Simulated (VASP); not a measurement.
# S (Im-3m) in VASP: single point with PBE

Aim: the single point of S with PBE.

Everything below comes from runs of VASP 6.6.1. Logs are shortened: lines on timing, memory, paths and dates and some standing lists are left out, and cuts for length are marked.

### Step 1. The cell of the first run

The structure is cubic, space group Im-3m (No. 229). Conventional cell: a = 3.219 Å, b = 3.219 Å, c = 3.219 Å, α = 90.00°, β = 90.00°, γ = 90.00°. S (site symmetry m-3m) has 14 S at 2.79 to 3.22 Å within 3.7 Å.

### Step 2. Single point, PBE

Input file INCAR:

```
SYSTEM = S
PREC = Accurate
ENCUT = 520
EDIFF = 1E-6
ISMEAR = -1
SIGMA = 0.06122561905347299
LREAL = .False.
LASPH = .True.
NELM = 100
ALGO = Normal
ISIF = 2
LWAVE = .False.
LCHARG = .False.
GGA = PE
NBANDS = 9
```

Input file KPOINTS:

```
regular mesh
0
Gamma
  48 48 48
  0 0 0
```

Input file POSCAR:

```
S
1.0
   -1.6096209581      1.6096209581      1.6096209581
    1.6096209581     -1.6096209581      1.6096209581
    1.6096209581      1.6096209581     -1.6096209581
S
1
Direct
    0.0000000000      0.0000000000      0.0000000000
```

Potentials or basis: VASP PAW PBE potentials, release 64 (S).

Command:

```
cat potpaw_PBE.64/S/POTCAR > POTCAR
mpirun -np 1 vasp_std > vasp.out
```

OUTCAR:

```text
SYSTEM = S
   PREC = Accurate
   ENCUT = 520
   EDIFF = 1E-6
   ISMEAR = -1
   LREAL = .False.
   LASPH = .True.
   NELM = 100
   ISIF = 2
   GGA = PE

 ion  position               nearest neighbor table
   1  0.000  0.000  0.000-

  LATTYP: Found a body centered cubic cell.
 ALAT       =     3.2192419162

  Lattice vectors:

 A1 = (  -1.6096209581,   1.6096209581,   1.6096209581)
 A2 = (   1.6096209581,  -1.6096209581,   1.6096209581)
 A3 = (   1.6096209581,   1.6096209581,  -1.6096209581)

Analysis of symmetry for initial positions (statically):
=====================================================================
 Subroutine PRICEL returns:
 Original cell was already a primitive cell.

 Routine SETGRP: Setting up the symmetry group for a
 body centered cubic supercell.

 Subroutine GETGRP returns: Found 48 space group operations
 (whereof 48 operations were pure point group operations)
 out of a pool of 48 trial point group operations.

The static configuration has the point symmetry O_h .

Analysis of symmetry for dynamics (positions and initial velocities):
=====================================================================
 Subroutine PRICEL returns:
 Original cell was already a primitive cell.

 Routine SETGRP: Setting up the symmetry group for a
 body centered cubic supercell.

 Subroutine GETGRP returns: Found 48 space group operations
 (whereof 48 operations were pure point group operations)
 out of a pool of 48 trial point group operations.

The dynamic configuration has the point symmetry O_h .

 Subroutine INISYM returns: Found 48 space group operations
 (whereof 48 operations are pure point group operations),
 and found     1 'primitive' translations

----------------------------------------------------------------------------------------

                                     Primitive cell

  volume of cell :      16.6813

  direct lattice vectors                    reciprocal lattice vectors
    -1.609620958  1.609620958  1.609620958     0.000000000  0.310632138  0.310632138
     1.609620958 -1.609620958  1.609620958     0.310632138  0.000000000  0.310632138
     1.609620958  1.609620958 -1.609620958     0.310632138  0.310632138  0.000000000

  length of vectors
     2.787945280  2.787945280  2.787945280     0.439300183  0.439300183  0.439300183

[... 72 lines left out ...]
   ISPIN  =      1    spin polarized calculation?
   LNONCOLLINEAR =      F non collinear calculations
   LSORBIT =      F    spin-orbit coupling
   LASPH  =      T    aspherical Exc in radial PAW
   ENCUT  =  520.0 eV  38.22 Ry    6.18 a.u.   5.18  5.18  5.18*2*pi/ulx,y,z
   NELM   =    100;   NELMIN=  2; NELMDL= -5     # of ELM steps
   EDIFF  = 0.1E-05   stopping-criterion for ELM
   LREAL  =      F    real-space projection
   EDIFFG = 0.1E-04   stopping-criterion for IOM
   NSW    =      0    number of steps for IOM
   IBRION =     -1    ionic relax: 0-MD 1-quasi-New 2-CG
   NFREE  =      0    steps in history (QN), initial steepest desc. (CG)
   ISIF   =      2    stress and relaxation
   ISYM   =      2    0-nonsym 1-usesym 2-fastsym
   POTIM  = 0.5000    time-step for ionic-motion
   TEBEG  =    0.0;   TEEND  =   0.0 temperature during run
   PSTRESS=    0.0 pullay stress
   NELECT =       6.0000    total number of electrons
   NUPDOWN=      -1.0000    fix difference up-down
   EMIN   =  10.00;   EMAX   =-10.00  energy-range for DOS
   EFERMI =   0.00;   METHOD = LEGACY
   ISMEAR =    -1;   SIGMA  =   0.06  broadening in eV -4-tet -1-fermi 0-gaus
   EFERMI_NEDOS =   21; number of points for ismear=-14 and -15
   IALGO  =     38    algorithm
   IMIX   =      4    mixing-type and parameters
     AMIX     =   0.40;   BMIX     =  1.00
     AMIX_MAG =   1.60;   BMIX_MAG =  1.00
  volume/ion in A,a.u.               =      16.68       112.57
  Fermi-wavevector in a.u.,A,eV,Ry     =   1.164256  2.200124 18.442573  1.355491
  Thomas-Fermi vector in A             =   2.300796
   LORBIT       =      0    0 simple, 1 ext, 2 COOP (PROOUT), +10 PAW based schemes
   GGA     = PE    functional components
   LHFCALC =     F    Hartree Fock is set to
   AEXX    =    0.0000 exact exchange contribution
   IVDW    =     0    specifies the selected vdW correction
   LEPSILON=     F    determine dielectric tensor
   LRPA    =     F    only Hartree local field effects (RPA)
 non-spin polarized calculation
  energy-cutoff  :      520.00
  volume of cell :       16.68
 maximum number of plane-waves:       468
 NGX is ok and might be reduce to    24
   NGX = 11   NGY = 11   NGZ = 11

 number of electron       6.0000000 magnetization

 Free energy of the ion-electron system (eV)
  ---------------------------------------------------
  ext. energy  EPLUGINS =         0.00000000
  ---------------------------------------------------
  free energy    TOTEN  =        -2.99327197 eV

  energy without entropy =       -2.98369327  energy(sigma->0) =       -2.98848262

 E-fermi :   6.8076     XC(G=0): -10.9132

 val. band max:        6.8072783714   @ k =   0.5000   0.0000   0.0000
 cond. band min:       6.8076074547   @ k =  -0.4167  -0.4375   0.2083
 fundamental gap:      0.0003290832
 Fermi energy:         6.8075967645

 k-point     1 :       0.0000    0.0000    0.0000
  band No.  band energies     occupation
      1      -9.4820      2.00000
      2       9.6446      0.00000
      3       9.6446      0.00000
      4       9.6446      0.00000
      5      19.0738      0.00000
      6      19.0738      0.00000
      7      19.0738      0.00000
      8      20.4560      0.00000
      9      22.6351      0.00000
[... 265 lines left out ...]
 k-point    24 :       0.4792    0.0000    0.0000
  band No.  band energies     occupation
      1      -5.4957      2.00000
      2      -0.0206      2.00000
      3       6.8158      0.93344
      4       8.9222      0.00000
      5      14.4378      0.00000
      6      15.3122      0.00000
      7      24.5447      0.00000
      8      25.0917      0.00000
      9      27.3448      0.00000

 [... further k-points ...]
[... 5 lines left out ...]
  --------------------------------------------------------------------------------------
  -------------------------------------------------------------------------------------
  Total       -0.4499788     -0.4499788     -0.4499788      0.0000000      0.0000000      0.0000000
  in kB      -43.2187106    -43.2187106    -43.2187106      0.0000000      0.0000000      0.0000000
  external PRESSURE =     -43.2187106 kB  Pullay stress =       0.0000000 kB

 VOLUME and BASIS-vectors are now :
 -----------------------------------------------------------------------------
  energy-cutoff  :      520.00
  volume of cell :       16.68
      direct lattice vectors                 reciprocal lattice vectors
    -1.609620958  1.609620958  1.609620958     0.000000000  0.310632138  0.310632138
     1.609620958 -1.609620958  1.609620958     0.310632138  0.000000000  0.310632138
     1.609620958  1.609620958 -1.609620958     0.310632138  0.310632138  0.000000000

 POSITION                                       TOTAL-FORCE (eV/Angst)
 -----------------------------------------------------------------------------------
      0.00000      0.00000      0.00000        -0.000000      0.000000      0.000000
 -----------------------------------------------------------------------------------
    total drift:                                0.000000      0.000000     -0.000000

  FREE ENERGIE OF THE ION-ELECTRON SYSTEM (eV)
  ---------------------------------------------------
  free  energy   TOTEN  =        -2.9932719719 eV

  energy  without entropy=       -2.9836932655  energy(sigma->0) =       -2.98848262
```

OSZICAR:

```text
N       E                     dE             d eps       ncg     rms          rms(c)
DAV:   1     0.810415881642E+01    0.81042E+01   -0.29004E+03 50782   0.555E+02
DAV:   2    -0.273943268465E+01   -0.10844E+02   -0.10425E+02 72041   0.763E+01
DAV:   3    -0.299245836891E+01   -0.25303E+00   -0.24886E+00 57893   0.102E+01
DAV:   4    -0.299323889551E+01   -0.78053E-03   -0.78039E-03 68409   0.653E-01
DAV:   5    -0.299324012082E+01   -0.12253E-05   -0.12253E-05 58905   0.220E-02    0.690E+00
DAV:   6    -0.299244792160E+01    0.79220E-03   -0.39454E-03 54097   0.353E-01    0.411E+00
DAV:   7    -0.299330357975E+01   -0.85566E-03   -0.62114E-03 52450   0.460E-01    0.133E-01
DAV:   8    -0.299327016763E+01    0.33412E-04   -0.31609E-04 53024   0.988E-02    0.172E-02
DAV:   9    -0.299327160160E+01   -0.14340E-05   -0.27266E-06 60795   0.129E-02    0.711E-03
DAV:  10    -0.299327197190E+01   -0.37031E-06   -0.84624E-07 32752   0.649E-03
   1 F= -.29932720E+01 E0= -.29884826E+01  d E =-.957871E-02
```

stdout:

```text
POSCAR found type information on POSCAR S
 POSCAR found :  1 types and       1 ions
 scaLAPACK will be used
 LDA part: xc-table for (Slater+PW92), standard interpolation
 POSCAR, INCAR and KPOINTS ok, starting setup
 FFT: planning ... GRIDC
 FFT: planning ... GRID_SOFT
 FFT: planning ... GRID
 WAVECAR not read
 entering main loop
```

Run time: 6.6 min. Hardware: 1 thread of Intel Xeon 8259CL, shared host; peak memory 0.45 GiB.

Results:

| Property | Result |
| --- | --- |
| Free energy | -2.9933 eV |
| Pressure | -4.3 GPa |
| Band gap on the k mesh | zero (band 3 reaches 9.64 eV, above the bottom of band 4 at 2.94 eV) |
